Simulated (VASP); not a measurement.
# C32N (a cell with a defect) in VASP: single point with PBE+D3(BJ)

Aim: the single point of C32N (a cell with a defect) with PBE+D3(BJ).

Everything below comes from runs of VASP 6.6.1. Logs are shortened: lines on timing, memory, paths and dates and some standing lists are left out, and cuts for length are marked.

## (1) The cell of the first run

The cell holds a defect, 33 atoms: a = 6.613 Å, b = 6.619 Å, c = 6.619 Å, α = 96.28°, β = 96.34°, γ = 96.34°.

## (2) Single point, PBE+D3(BJ), collinear spin, ferromagnetic start

Input file INCAR:

```
PREC = Accurate
ENCUT = 520
EDIFF = 1E-7
ISMEAR = 0
SIGMA = 0.02
LREAL = Auto
LASPH = T
NELM = 150
ALGO = Normal
ISIF = 2
LWAVE = F
LCHARG = T
ISPIN = 2
MAGMOM = 0 0 0 0 0 0 0 0 0 0 0 0 0 0 0 0 0 0 0 0 0 0 0 0 0 0 0 0 0 0 0 0 0.43
LORBIT = 11
GGA = PE
IVDW = 12
LELF = T
LVHAR = T
NBANDS = 92
```

Input file KPOINTS:

```
Automatic mesh
0
Gamma
  2 2 2
  0.5 0.5 0.5
```

Input file POSCAR:

```
C32N
1.0
    5.6709571555      0.0000000000     -3.4026574436
   -2.8677434780     -4.9298468454     -3.3594911955
   -2.8677434780      4.9298468454     -3.3594911955
C N
32 1
Direct
    0.4167725977      0.0394554777      0.5422250520
    0.6583678482      0.7805859057      0.5293213048
    0.8964148830      0.5193718368      0.5193718368
    0.4108408734      0.2895267662      0.2895267662
    0.1540642225      0.2782992503      0.5318389725
    0.6657746476      0.0441062680      0.2938097656
    0.9102847363      0.7848447743      0.2824263265
    0.4167725977      0.5422250520      0.0394554777
    0.1540642225      0.5318389725      0.2782992503
    0.6657746476      0.2938097656      0.0441062680
    0.9350150583      0.0761332628      0.0761332628
    0.4292162875      0.7944905484      0.7944905484
    0.1613552621      0.7889447429      0.0252339994
    0.6583678482      0.5293213048      0.7805859057
    0.9102847363      0.2824263265      0.7848447743
    0.1613553616      0.0252340978      0.7889448414
    0.5796758473      0.9530382052      0.4545245440
    0.8183109906      0.6912963348      0.4390992506
    0.0683917970      0.4430668172      0.4430668172
    0.5835877224      0.2111213886      0.2111213886
    0.3274012941      0.2027862399      0.4538062085
    0.8400679191      0.9704066274      0.2196374624
    0.0696429024      0.6966992625      0.1933712529
    0.5796758473      0.4545245440      0.9530382052
    0.3274012941      0.4538062085      0.2027862399
    0.8400679191      0.2196374624      0.9704066274
    0.1025250124      0.9911937725      0.9911937725
    0.5814497968      0.6998910322      0.6998910322
    0.3461575798      0.7131927753      0.9609024990
    0.8183109906      0.4390992506      0.6912963348
    0.0696429024      0.1933712529      0.6966992625
    0.3461575798      0.9609024990      0.7131927753
    1.0142793402      0.8242185395      0.8242185395
```

Potentials or basis: VASP PAW PBE potentials, release 64 (C, N).

The run is started by

```bash
cat potpaw_PBE.64/C/POTCAR potpaw_PBE.64/N/POTCAR > POTCAR
mpirun -np 1 vasp_std > vasp.out
```

OUTCAR:

```text
PREC = Accurate
   ENCUT = 520
   EDIFF = 1E-7
   ISMEAR = 0
   LREAL = Auto
   LASPH = T
   NELM = 150
   ISIF = 2
   ISPIN = 2
   LORBIT = 11
   GGA = PE
   IVDW = 12
 IVDW          = 12

 ion  position               nearest neighbor table
   1  0.417  0.039  0.542-  32 1.40  17 1.42  21 1.44
   2  0.658  0.781  0.529-  17 1.42  28 1.42  18 1.42
   3  0.896  0.519  0.519-  19 1.41  18 1.43  30 1.43
   4  0.411  0.290  0.290-  21 1.42  25 1.42  20 1.43
   5  0.154  0.278  0.532-  31 1.42  21 1.43  19 1.43
   6  0.666  0.044  0.294-  22 1.42  20 1.42  17 1.42
   7  0.910  0.785  0.282-  23 1.41  18 1.42  22 1.45
   8  0.417  0.542  0.039-  29 1.40  24 1.42  25 1.44
   9  0.154  0.532  0.278-  23 1.42  25 1.43  19 1.43
  10  0.666  0.294  0.044-  26 1.42  20 1.42  24 1.42
  11  0.935  0.076  0.076-  22 1.40  26 1.40  27 1.44
  12  0.429  0.794  0.794-  28 1.41  29 1.42  32 1.42
  13  0.161  0.789  0.025-  29 1.46  27 1.47  23 1.48  33 1.61
  14  0.658  0.529  0.781-  24 1.42  28 1.42  30 1.42
  15  0.910  0.282  0.785-  31 1.41  30 1.42  26 1.45
  16  0.161  0.025  0.789-  32 1.46  27 1.47  31 1.48  33 1.61
  17  0.580  0.953  0.455-   2 1.42   6 1.42   1 1.42
  18  0.818  0.691  0.439-   2 1.42   7 1.42   3 1.43
  19  0.068  0.443  0.443-   3 1.41   5 1.43   9 1.43
  20  0.584  0.211  0.211-   6 1.42  10 1.42   4 1.43
  21  0.327  0.203  0.454-   4 1.42   5 1.43   1 1.44
  22  0.840  0.970  0.220-  11 1.40   6 1.42   7 1.45
  23  0.070  0.697  0.193-   7 1.41   9 1.42  13 1.48
  24  0.580  0.455  0.953-  14 1.42  10 1.42   8 1.42
  25  0.327  0.454  0.203-   4 1.42   9 1.43   8 1.44
  26  0.840  0.220  0.970-  11 1.40  10 1.42  15 1.45
  27  0.103  0.991  0.991-  11 1.44  16 1.47  13 1.47  33 1.49
  28  0.581  0.700  0.700-  12 1.41   2 1.42  14 1.42
  29  0.346  0.713  0.961-   8 1.40  12 1.42  13 1.46
  30  0.818  0.439  0.691-  14 1.42  15 1.42   3 1.43
  31  0.070  0.193  0.697-  15 1.41   5 1.42  16 1.48
  32  0.346  0.961  0.713-   1 1.40  12 1.42  16 1.46
  33  0.014  0.824  0.824-  27 1.49  13 1.61  16 1.61

  LATTYP: Found a base centered monoclinic cell.
 ALAT       =     8.8340554103
 B/A-ratio  =     1.1161005034
 C/A-ratio  =     0.7486322134
 COS(beta)  =    -0.1654005518

  Lattice vectors:

 A1 = (  -2.8677434780,  -4.9298468454,  -3.3594911955)
 A2 = (  -2.8677434780,   4.9298468454,  -3.3594911955)
 A3 = (   5.6709571555,   0.0000000000,  -3.4026574436)

Analysis of symmetry for initial positions (statically):
=====================================================================
 Subroutine PRICEL returns:
 Original cell was already a primitive cell.

 Routine SETGRP: Setting up the symmetry group for a
 base centered monoclinic supercell.

 Subroutine GETGRP returns: Found  2 space group operations
 (whereof  2 operations were pure point group operations)
 out of a pool of  4 trial point group operations.

The static configuration has the point symmetry C_1h.

Analysis of symmetry for dynamics (positions and initial velocities):
=====================================================================
 Subroutine PRICEL returns:
 Original cell was already a primitive cell.

 Routine SETGRP: Setting up the symmetry group for a
 base centered monoclinic supercell.

 Subroutine GETGRP returns: Found  2 space group operations
 (whereof  2 operations were pure point group operations)
 out of a pool of  4 trial point group operations.

The dynamic configuration has the point symmetry C_1h.

Analysis of structural, dynamic, and magnetic symmetry:
=====================================================================
 Subroutine PRICEL returns:
 Original cell was already a primitive cell.

 Routine SETGRP: Setting up the symmetry group for a
 base centered monoclinic supercell.

 Subroutine GETGRP returns: Found  2 space group operations
 (whereof  2 operations were pure point group operations)
 out of a pool of  4 trial point group operations.

The overall configuration has the point symmetry C_1h.

 Subroutine INISYM returns: Found  2 space group operations
 (whereof  2 operations are pure point group operations),
 and found     1 'primitive' translations

----------------------------------------------------------------------------------------

[... 102 lines left out ...]
     0.500000000  0.500000000  0.500000000

 Subroutine IBZKPT returns following result:
 ===========================================

 Found      3 irreducible k-points:

 Following reciprocal coordinates:
            Coordinates               Weight
  0.250000  0.250000  0.250000      2.000000
 -0.250000  0.250000  0.250000      2.000000
  0.250000 -0.250000  0.250000      4.000000
   k-points           NKPTS =      3   k-points in BZ     NKDIM =      3   number of bands    NBANDS=     92
   number of dos      NEDOS =    301   number of ions     NIONS =     33
   total plane-waves  NPLWV = 125000
   dimension x,y,z NGX =    50 NGY =   50 NGZ =   50
   dimension x,y,z NGXF=   100 NGYF=  100 NGZF=  100
   ions per type =              32   1
   NGX,Y,Z   is equivalent  to a cutoff of  12.57, 12.56, 12.56 a.u.
   NGXF,Y,Z  is equivalent  to a cutoff of  25.14, 25.12, 25.12 a.u.
 SYSTEM =  unknown system
   PREC   = accura    normal or accurate (medium, high low for compatibility)
   ISTART =      0    job   : 0-new  1-cont  2-samecut
   ICHARG =      2    charge: 1-file 2-atom 10-const
   ISPIN  =      2    spin polarized calculation?
   LNONCOLLINEAR =      F non collinear calculations
   LSORBIT =      F    spin-orbit coupling
   LASPH  =      T    aspherical Exc in radial PAW
   ENCUT  =  520.0 eV  38.22 Ry    6.18 a.u.  12.30 12.31 12.31*2*pi/ulx,y,z
   NELM   =    150;   NELMIN=  2; NELMDL= -5     # of ELM steps
   EDIFF  = 0.1E-06   stopping-criterion for ELM
   LREAL  =      T    real-space projection
   EDIFFG = 0.1E-05   stopping-criterion for IOM
   NSW    =      0    number of steps for IOM
   IBRION =     -1    ionic relax: 0-MD 1-quasi-New 2-CG
   NFREE  =      0    steps in history (QN), initial steepest desc. (CG)
   ISIF   =      2    stress and relaxation
   ISYM   =      2    0-nonsym 1-usesym 2-fastsym
   POTIM  = 0.5000    time-step for ionic-motion
   TEBEG  =    0.0;   TEEND  =   0.0 temperature during run
   PSTRESS=    0.0 pullay stress
   NELECT =     133.0000    total number of electrons
   NUPDOWN=      -1.0000    fix difference up-down
   EMIN   =  10.00;   EMAX   =-10.00  energy-range for DOS
   EFERMI =   0.00;   METHOD = LEGACY
   ISMEAR =     0;   SIGMA  =   0.02  broadening in eV -4-tet -1-fermi 0-gaus
   EFERMI_NEDOS =   21; number of points for ismear=-14 and -15
   IALGO  =     38    algorithm
   IMIX   =      4    mixing-type and parameters
     AMIX     =   0.40;   BMIX     =  1.00
     AMIX_MAG =   1.60;   BMIX_MAG =  1.00
  volume/ion in A,a.u.               =       8.61        58.09
  Fermi-wavevector in a.u.,A,eV,Ry     =   1.271235  2.402285 21.987530  1.616038
  Thomas-Fermi vector in A             =   2.404179
   LORBIT       =     11    0 simple, 1 ext, 2 COOP (PROOUT), +10 PAW based schemes
   GGA     = PE    functional components
   LHFCALC =     F    Hartree Fock is set to
   AEXX    =    0.0000 exact exchange contribution
   IVDW    =    12    specifies the selected vdW correction
   LEPSILON=     F    determine dielectric tensor
   LRPA    =     F    only Hartree local field effects (RPA)
 spin polarized calculation
 Gauss-broadening in eV      SIGMA  =   0.02
  energy-cutoff  :      520.00
  volume of cell :      284.05
 maximum number of plane-waves:      7645
 NGX is ok and might be reduce to    50
   NGX = 25   NGY = 25   NGZ = 25

 number of electron     132.9999995 magnetization       0.9998121

 Free energy of the ion-electron system (eV)
  ---------------------------------------------------
  ext. energy  EPLUGINS =         0.00000000
  ---------------------------------------------------
  free energy    TOTEN  =      -297.12682036 eV

  energy without entropy =     -297.12682036  energy(sigma->0) =     -297.12682036

 E-fermi :   4.8891     XC(G=0): -10.4809

 val. band max:        4.7857616877   @ k =   0.2500   0.2500   0.2500
 cond. band min:       4.9815444703   @ k =   0.2500  -0.2500   0.2500
 fundamental gap:      0.1957827825
 Fermi energy:         4.8891203128

 spin component 1

 k-point     1 :       0.2500    0.2500    0.2500
  band No.  band energies     occupation
      1     -16.8454      1.00000
      2     -14.3855      1.00000
      3     -13.3822      1.00000
      4     -13.3194      1.00000
      5     -13.1424      1.00000
      6     -13.0931      1.00000
[... 232 lines left out ...]
     77       9.8598      0.00000
     78      10.0816      0.00000
 Fermi energy:         4.8891203128

 spin component 2

 k-point     1 :       0.2500    0.2500    0.2500
  band No.  band energies     occupation
      1     -16.7545      1.00000
      2     -14.3531      1.00000
      3     -13.3529      1.00000
      4     -13.2733      1.00000
      5     -13.1166      1.00000
      6     -13.0619      1.00000
[... 232 lines left out ...]
     77       9.9378      0.00000
     78      10.1755      0.00000
 [bands above 78 left out]

------------------------ aborting loop because EDIFF is reached ----------------------------------------

 Edisp (eV)   -5.11490

 E8    (eV) :    -1.4466

  FORCE on cell =-STRESS in cart. coord.  units (eV):
  Direction    XX          YY          ZZ          XY          YZ          ZX
  --------------------------------------------------------------------------------------
  -------------------------------------------------------------------------------------
  Total      12.32189    -6.22473     3.57791     0.00000     0.00000    -0.12576
  in kB      69.50070   -35.11012    20.18092     0.00000     0.00000    -0.70933
  external pressure =       18.19 kB  Pullay stress =        0.00 kB

 VOLUME and BASIS-vectors are now :
 -----------------------------------------------------------------------------
  energy-cutoff  :      520.00
  volume of cell :      284.05
      direct lattice vectors                 reciprocal lattice vectors
     5.670957156  0.000000000 -3.402657444     0.116610618  0.000000000 -0.099541663
    -2.867743478 -4.929846845 -3.359491195    -0.059054477 -0.101423029 -0.098421722
    -2.867743478  4.929846845 -3.359491195    -0.059054477  0.101423029 -0.098421722

 POSITION                                       TOTAL-FORCE (eV/Angst)
 -----------------------------------------------------------------------------------
      0.69539      2.47858     -3.37228        -0.005508     -0.003504     -0.005133
     -0.02290     -1.23870     -6.64082        -0.009098     -0.002182      0.002624
      2.10468      0.00000     -6.53984        -0.002131     -0.000000      0.004466
      0.66928      0.00000     -3.34328        -0.004502     -0.000000      0.002985
     -1.44958      1.24991     -3.24588        -0.005226      0.006191     -0.001401
      2.80652      1.23100     -3.40063        -0.002072      0.004377      0.001345
[... 25 lines left out ...]
     -2.83783     -1.22117     -6.80196        -0.007325      0.004895     -0.003264
     -4.64632      0.00000     -5.58650         0.007217     -0.000000      0.133263
 -----------------------------------------------------------------------------------
    total drift:                               -0.015125     -0.000041      0.016794

  FREE ENERGIE OF THE ION-ELECTRON SYSTEM (eV)
  ---------------------------------------------------
  free  energy   TOTEN  =      -302.2417201705 eV

  energy  without entropy=     -302.2417201705  energy(sigma->0) =     -302.24172017

 total charge

# of ion       s       p       d       tot
------------------------------------------
    1        0.864   1.793   0.000   2.656
    2        0.865   1.789   0.000   2.654
    3        0.864   1.778   0.000   2.642
    4        0.863   1.785   0.000   2.648
    5        0.861   1.777   0.000   2.638
    6        0.866   1.795   0.000   2.661
[... 25 lines left out ...]
   32        0.864   1.790   0.000   2.655
   33        1.327   2.351   0.000   3.678
--------------------------------------------------
tot         28.892  59.414   0.000  88.305

 magnetization (x)

# of ion       s       p       d       tot
------------------------------------------
    1       -0.003  -0.020   0.000  -0.023
    2       -0.001  -0.014   0.000  -0.015
    3       -0.001  -0.012   0.000  -0.013
    4       -0.002  -0.019   0.000  -0.022
    5       -0.002  -0.017   0.000  -0.019
    6       -0.001  -0.011   0.000  -0.013
[... 25 lines left out ...]
   32        0.005   0.081   0.000   0.086
   33        0.003   0.109   0.000   0.112
--------------------------------------------------
tot          0.020   0.548   0.000   0.568
```

Run time: 12 min. Hardware: 1 thread of Intel Xeon 8259CL, shared host; peak memory 0.52 GiB.

Results:

```yaml
Free_energy: -302.2417 eV
Pressure: 1.8 GPa
Largest_force: 0.133 eV/Å
Band_gap_on_the_k_mesh: 0.20 eV
Net_moment: 1.00 μB per cell
Site_moments: C -0.02, -0.01, +0.04, +0.03, +0.01, +0.07, +0.02, +0.06, +0.09 (each value once); N +0.11 μB
Valence_electrons_inside_the_program's_atomic_spheres: C 2.66, 2.65, 2.64, 2.67, 2.68, 2.57, 2.62 (each value once); N 3.68
Dispersion_energy_per_atom: -0.155 eV
```

Forces on the atoms (eV/Å):
```
C   -0.006 -0.004 -0.005
C   -0.009 -0.002  0.003
C   -0.002  0.000  0.004
C   -0.005  0.000  0.003
C   -0.005  0.006 -0.001
C   -0.002  0.004  0.001
C   -0.010 -0.009 -0.003
C   -0.006  0.004 -0.005
C   -0.005 -0.006 -0.001
C   -0.002 -0.004  0.001
C    0.002  0.000 -0.011
C    0.013  0.000 -0.001
C    0.018  0.057 -0.005
C   -0.009  0.002  0.003
C   -0.010  0.009 -0.003
C    0.018 -0.057 -0.005
C    0.002 -0.003  0.008
C   -0.001 -0.003  0.006
C   -0.006  0.000 -0.004
C   -0.009  0.000  0.001
C    0.006  0.007  0.000
C    0.008  0.008 -0.003
C    0.017 -0.014  0.001
C    0.002  0.003  0.008
C    0.006 -0.007  0.000
C    0.008 -0.008 -0.003
C   -0.040  0.000 -0.124
C    0.015  0.000  0.002
C   -0.007 -0.005 -0.003
C   -0.001  0.003  0.006
C    0.017  0.014  0.001
C   -0.007  0.005 -0.003
N    0.007  0.000  0.133
```

Levels at points of the mesh, in eV from the valence-band top:
Spin up:
```csv
k point,band 64,band 65,band 66,band 67,band 68,band 69,band 70,band 71
"(0.25, 0.25, 0.25)",-2.46,-2.14,-0.96,0.00,1.28,2.17,2.25,2.51
```
Spin down:
```csv
k point,band 62,band 63,band 64,band 65,band 66,band 67,band 68,band 69,band 70,band 71
"(0.25, 0.25, 0.25)",-2.55,-2.41,-2.39,-2.06,-0.84,0.36,1.34,2.24,2.32,2.58
```
